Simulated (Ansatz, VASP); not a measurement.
## HfZr4C3 in VASP and in Ansatz

```
Zr Hf C
1.0
    -3.48063    3.48063    2.63656
     3.48063   -3.48063    2.63656
     3.48063    3.48063   -2.63656
Zr Hf C
4 1 3
Direct
  0.28085 0.28085 0.56171
  0.71915 0.71915 0.43829
  0.28085 0.71915 0.00000
  0.71915 0.28085 0.00000
  0.00000 0.00000 0.00000
  0.75000 0.25000 0.50000
  0.25000 0.75000 0.50000
  0.50000 0.50000 0.00000
```

Alike in both runs: functional PBE; k mesh 4 × 4 × 4; occupations gaussian, width 0.2 eV; no spin polarisation.

Ansatz relaxed the structure, and its values are those at the end. VASP's run is a single point on that final structure, the one shown.

|  | VASP | Ansatz |
| --- | --- | --- |
| version | VASP 6.6.1 | Ansatz 0.2.0 |
| potentials or method | VASP PAW PBE potentials, release 64 (Zr_sv, Hf_pv, C), cutoff 520 eV | scalar-relativistic, plane waves, PAW |
| valence electrons in the cell | 70 | 86 |

|  | VASP | Ansatz | Ansatz less VASP |
| --- | --- | --- | --- |
| gap on the k mesh at the Fermi level (eV) | none | none | - |
| pressure (GPa) | 0.1 | 0.1 | 0.00 |
| rms of the force components (eV/Å) | 0.007 | 0.004 | -0.0029 |

A gap of «none» marks a metal or a gap that the smearing closes. The functional is the same, so the differences come from potentials, cutoffs and numerics. VASP's potentials hold 70 valence electrons a cell and Ansatz's 86, so a difference there can come from the potentials and not from the codes.

The k mesh is coarse, so the values compare programs but aren't converged. Neither program's run includes spin-orbit coupling.
